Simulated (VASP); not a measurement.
A run of VASP 6.6.1:

File POSCAR:

```
VPt
1.0
    2.6588790863      0.0000000000      0.0000000000
    0.0000000000      2.6588790863      0.0000000000
    0.0000000000      0.0000000000      3.8419784201
V Pt
1 1
Direct
    0.5000000000      0.5000000000      0.5000000000
    0.0000000000      0.0000000000      0.0000000000
```

File INCAR.step1:

```
SYSTEM = VPt
PREC = Accurate
ENCUT = 520
ISMEAR = 0
SIGMA = 0.1
LREAL = .False.
LASPH = .True.
NELM = 100
NBANDS = 18
GGA = PE
ALGO = Normal
EDIFF = 1E-4
LWAVE = .True.
LCHARG = .False.
```

File INCAR.step2:

```
SYSTEM = VPt
PREC = Accurate
ENCUT = 520
EDIFF = 1E-6
ISMEAR = 0
SIGMA = 0.1
LREAL = .False.
LASPH = .True.
NELM = 100
ALGO = Normal
ISIF = 2
LWAVE = .False.
LCHARG = .False.
METAGGA = R2SCAN
LMIXTAU = .True.
NBANDS = 18
ISTART = 1
```

The input KPOINTS:

```
regular mesh
0
Gamma
  16 16 12
  0 0 0
```

Potentials or basis: VASP PAW PBE potentials, release 64 (V_sv, Pt).

Run with:

```console
$ cat potpaw_PBE.64/V_sv/POTCAR potpaw_PBE.64/Pt/POTCAR > POTCAR
$ cp INCAR.step1 INCAR
$ mpirun -np 1 vasp_std > vasp.out
$ cp INCAR.step2 INCAR
$ mpirun -np 1 vasp_std > vasp.out
```

Hardware: 1 thread of Intel(R) Xeon(R) 6975P-C (Granite Rapids), on a shared host.

Task: How long does it take, and how much memory?

Result: It took 2.7 min on 1 thread of Intel(R) Xeon(R) 6975P-C (Granite Rapids), on a shared host, peak memory 0.27 GiB. Counts: k points 315.
